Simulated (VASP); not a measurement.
Ag3Ge5Se8:

```
Ge Se Ag
1.0
    -4.73837    4.73837    0.00000
    -4.73837    0.00000    4.73837
     0.00000    4.73837    4.73837
Ge Se Ag
5 8 3
Cartesian
  -7.1038 4.7390 2.3815
  -4.7288 7.0940 2.4093
  -4.7492 7.0997 7.1003
  -7.1052 7.0875 4.7474
  -4.7230 4.7461 4.7392
  -7.1190 7.1147 7.0957
  -4.7584 4.7385 7.1003
  -4.7638 7.1113 4.7233
  -7.1204 4.7447 4.7437
  -2.4159 4.7182 4.7800
  -4.7203 2.3766 4.7208
  -4.7451 4.7736 2.3788
  -2.4072 2.3777 2.3242
  -4.7244 4.7460 9.4501
  -2.3632 7.0930 4.7376
  -7.1109 4.7447 7.0999
```

```yaml
Program: VASP 6.6.1
Task: relaxation of cell and atoms
Functional: PBE
Potentials_or_basis: VASP PAW PBE potentials, release 64 (Ge_d, Se, Ag)
Cutoff: 600 eV
k_mesh: 3 × 3 × 3
Occupations: gaussian, width 0.1 eV
Spin: no spin polarisation
```

At the start: pressure 97.7 GPa; volume 13.30 Å³/atom.

Where does the relaxation end?

Over 8 steps the energy falls by 1618.8 meV/atom and the volume is 21.63 Å³/atom (+62.7 %); space group Cm (No. 8, to 0.1 Å) before, R-3m (No. 166, to 0.1 Å).

Step by step:
| step | energy change (eV) | largest force (eV/Å) | pressure (GPa) | volume (Å³) |
| --- | --- | --- | --- | --- |
| 1 | 0.0000 | 1.9228 | 97.75 | 212.77 |
| 2 | -14.6620 | 0.4062 | -9.71 | 573.17 |
| 3 | -25.8676 | 0.0866 | -1.20 | 352.95 |
| 4 | -25.8866 | 0.0934 | -0.66 | 349.68 |
| 5 | -25.8937 | 0.1019 | 0.05 | 345.81 |
| 6 | -25.8971 | 0.0763 | 0.05 | 345.84 |
| 7 | -25.9007 | 0.0462 | 0.02 | 345.93 |
| 8 | -25.9015 | 0.0354 | -0.02 | 346.13 |

Final structure:
```
CELL_PARAMETERS angstrom
-5.55949 5.55668 0.00379
-5.59042 -0.02716 5.58687
-0.00011 5.56036 5.55961
ATOMIC_POSITIONS crystal
Ge 0.99990 0.50096 0.00105
Ge 0.00007 0.00163 0.49968
Ge 0.50087 0.50102 0.99912
Ge 0.00062 0.50034 0.49797
Ge 0.50008 0.50023 0.49985
Se 0.75585 0.74610 0.74886
Se 0.25276 0.74527 0.74940
Se 0.75180 0.25388 0.74525
Se 0.75215 0.74389 0.25174
Se 0.24646 0.26070 0.74657
Se 0.25159 0.74438 0.25367
Se 0.75215 0.25389 0.24950
Se 0.24888 0.25444 0.24771
Ag 0.00226 0.99953 0.99900
Ag 0.49961 0.99972 0.99787
Ag 0.49983 0.00157 0.50091
```

Caveat: the k points lie up to 0.33 Å⁻¹ apart in the final cell, too coarse for converged energies and pressures of a metal; the volume moved by over 15 % at a fixed basis, so the end points are rough.
